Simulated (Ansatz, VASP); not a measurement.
# SiC: VASP beside Ansatz

```xyz
12
Lattice="1.5234 -2.6406 0.0000 1.5234 2.6406 0.0000 0.0000 0.0000 14.9691" Properties=species:S:1:pos:R:3 pbc="T T T"
Si    1.5234    1.7604   12.8394
Si    1.5234   -1.7604    5.3548
Si    1.5234   -0.0006    7.8514
Si    1.5234    0.0006    0.3668
Si    1.5234   -1.7609   10.3470
Si    1.5234    1.7609    2.8625
C     1.5234   -0.0010    9.7272
C     1.5234    0.0010    2.2426
C     1.5234    1.7606   14.7099
C     1.5234   -1.7606    7.2253
C     1.5234   -1.7607   12.2177
C     1.5234    1.7607    4.7331
```

Change from the starting cell: volume scaled by 0.97.

Alike in both runs: task electric field gradients; functional PBE; k mesh 10 × 10 × 2; occupations fermi-dirac, width 0.02 eV; no spin polarisation.

```csv
,VASP,Ansatz
version,VASP 6.6.1,Ansatz 0.2.0
potentials or method,"VASP PAW PBE potentials, release 64 (Si, C)","plane-wave PAW, scalar-relativistic"
plane-wave cutoff (eV),520,420
valence electrons in the cell,48,48
```

VASP gave:

```
gap on the k mesh at the Fermi level (eV)                     : 2.01
pressure (GPa)                                                : 10.4
traceless stress, the component that is largest in VASP (GPa) : -0.39
size of Vzz on the site where it differs most (V/Å²)          : 2.7
```

Question: What did Ansatz give for the same quantities?

Answer: gap on the k mesh at the Fermi level (eV): 2.01; pressure (GPa): 10.5; traceless stress, the component that is largest in VASP (GPa): -0.39; size of Vzz on the site where it differs most (V/Å²): 2.5.
